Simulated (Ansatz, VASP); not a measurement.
# NiMoIrPdW in VASP and in Ansatz

File INCAR:

```
AGGAC    = 1.0          
AGGAX    = 1.0          
ALDAC    = 0.0          
ALDAX    = 1.0          
ALGO     = Fast           # electronic algorithm
EDIFF    = 1E-6           # SCF threshold, eV
ENCUT    = 520            # plane-wave cutoff, eV
GGA      = B5             # functional
ISIF     = 2              # what is computed and relaxed
ISMEAR   = -1             # smearing method
ISPIN    = 2              # spin polarisation
LASPH    = True           # aspherical terms in the spheres
LCHARG   = False          # write CHGCAR
LMAXMIX  = 4              # l up to which the mixer works
LORBIT   = 11             # projections on sites
LREAL    = False          # projectors in reciprocal space
LWAVE    = False          # write WAVECAR
MAGMOM   = 1 1 0 0.6 0    # initial moments
NBANDS   = 40             # bands
NELM     = 150            # most SCF steps
PREC     = Accurate       # precision mode
SIGMA    = 0.05           # smearing width, eV
```

The input KPOINTS:

```
k-points
0
Gamma
  8 8 2
```

Contents of POSCAR:

```
NiMoIrPdW
1.0
    2.7607800000      0.0000000000      0.0000000000
   -1.3803900000      2.3909000000      0.0000000000
    0.0000000000      0.0000000000     11.3405100000
Ni Mo Pd Ir W
1 1 1 1 1
Direct
    0.0000000000      0.0000000000      0.7091700000
    0.6666700000      0.3333300000      0.2942500000
    0.6666700000      0.3333300000      0.8990100000
    0.0000000000      0.0000000000      0.1060400000
    0.6666700000      0.3333300000      0.5292100000
```

File input.yaml:

```yaml
crystal:
  lattice:
    - [2.76078, 0.0, 0.0]
    - [-1.38039, 2.3909, 0.0]
    - [0.0, 0.0, 11.34051]
  atoms:
    - { symbol: Ni, position: [0.0, 0.0, 0.70917], spin: 1.0 }
    - { symbol: Mo, position: [0.66667, 0.33333, 0.29425], spin: 1.0 }
    - { symbol: Pd, position: [0.66667, 0.33333, 0.89901] }
    - { symbol: Ir, position: [0.0, 0.0, 0.10604], spin: 0.6 }
    - { symbol: W, position: [0.66667, 0.33333, 0.52921] }
kpoints:
  mp_grid: { grid: [8, 8, 2] }
  band_path:
    path:
      - [0.0, 0.0, 0.0]
      - [0.5, 0.0, 0.0]
      - [0.3333333333, 0.3333333333, 0.0]
      - [0.0, 0.0, 0.0]
      - [0.0, 0.0, 0.5]
      - [0.5, 0.0, 0.5]
      - [0.3333333333, 0.3333333333, 0.5]
      - [0.0, 0.0, 0.5]
    npoints: 12
scf:
  occupations: { method: fermi_dirac, width: 0.05 }
hamiltonian:
  xc: blyp
  pseudopotentials: { kind: all_electron, lapw: { basis_error: 0.002 } }
magnetization:
  spin_polarized: true
output:
  forces: true
  stress: true
  eigenvalues: true
```

Alike in both runs: functional BLYP; k mesh 8 × 8 × 2; occupations fermi-dirac, width 0.05 eV; collinear spin.

|  | VASP | Ansatz |
| --- | --- | --- |
| version | VASP 6.6.1 | Ansatz 0.2.0 |
| potentials or method | VASP PAW PBE potentials, release 64 (Ni, Mo_sv, Pd, Ir, W_sv), cutoff 520 eV | all-electron LAPW, scalar-relativistic |
| task | single point | band structure |

Ansatz gave:

```
gap on the k mesh at the Fermi level (eV)                     : none
pressure (GPa)                                                : 10.9
traceless stress, the component that is largest in VASP (GPa) : -0.47
rms of the force components (eV/Å)                            : 0.180
net moment per atom (μB)                                      : 0.00
```

Q: What did VASP give for the same quantities?

A: gap on the k mesh at the Fermi level (eV): none; pressure (GPa): 12.2; traceless stress, the component that is largest in VASP (GPa): -0.51; rms of the force components (eV/Å): 0.202; net moment per atom (μB): 0.00.

VASP's potentials were made for PBE, not for BLYP. Atom by atom the forces differ by 0.023 eV/Å (rms over components). A gap of «none» marks a metal or a gap that the smearing closes. Ansatz ran all-electron here, and VASP with PAW potentials.

Neither program's run includes spin-orbit coupling. Noted on Ansatz's run: the k mesh is thin for a metal, which can move the energy by tens of meV per atom.
